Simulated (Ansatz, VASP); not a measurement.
# One calculation of B, two programs

```xyz
4
Lattice="2.0958 0.0000 0.0000 -1.0479 1.8150 0.0000 0.0000 0.0000 6.2218" Properties=species:S:1:pos:R:3 pbc="T T T"
B     0.0000    0.0000    0.0000
B     0.0000    0.0000    3.1109
B     0.0000    1.2100    4.6663
B     1.0479    0.6050    1.5554
```

Alike in both runs: task relaxation of cell and atoms; functional PBEsol; k mesh 24 × 24 × 8; occupations gaussian, width 0.1 eV; no spin polarisation.

```csv
,VASP,Ansatz
version,VASP 6.6.1,Ansatz 0.2.0
potentials or method,"VASP PAW PBE potentials, release 64 (B_h), cutoff 1230 eV","scalar-relativistic, plane waves, PAW"
valence electrons in the cell,12,12
```

|  | VASP | Ansatz | Ansatz less VASP |
| --- | --- | --- | --- |
| gap on the k mesh at the Fermi level, each at its own relaxed structure (eV) | none | none | - |
| relaxed volume (Å³/atom) | 6.25 | 6.35 | +0.100 |
| relaxed length of the cell vector where the two differ most in proportion (Å) | 3.512 | 5.460 | +1.9480 |

VASP's potentials were made for PBE, not for PBEsol. A gap of «none» marks a metal or a gap that the smearing closes. One of these differences is far larger than is usual between the two programs; its cause wasn't traced.
